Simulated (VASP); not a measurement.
MgO: single point with PBEsol

Crystal: MgO.

```
Mg O
1.0
     3.30283    0.00000    0.00000
    -1.65142    2.86034    0.00000
     0.00000    0.00000    5.02034
Mg O
2 2
Direct
  0.33333 0.66667 0.00375
  0.66667 0.33333 0.50375
  0.33333 0.66667 0.40085
  0.66667 0.33333 0.90085
```

- Program: VASP 6.6.1
- Task: single point
- Functional: PBEsol
- Potentials or basis: VASP PAW PBE potentials, release 64 (Mg, O)
- Cutoff: 520 eV
- k mesh: 8 × 8 × 5
- Occupations: gaussian, width 0.01 eV
- Spin: no spin polarisation

| Quantity | Value |
| --- | --- |
| Pressure | -0.3 GPa |
| Band gap on the k mesh | 3.36 eV |

Levels at points of the mesh, in eV from the valence-band top:
```
           k point  band 4  band 5  band 6  band 7  band 8  band 9  band 10  band 11  band 12  band 13
(0.00, 0.00, 0.00)   -0.73   -0.73   -0.40   -0.40    0.00    3.36     8.39    10.16    14.03    14.03
(0.50, 0.00, 0.00)   -2.20   -1.75   -1.27   -0.82   -0.49    7.65     7.91     9.10    10.61    12.77
```

Wall time 39 s on 1 thread of Intel Xeon 8259CL, with other jobs on the host, peak memory 0.18 GiB.

Caveat: the PAW data sets were made with another functional, which shifts forces and pressure a little.
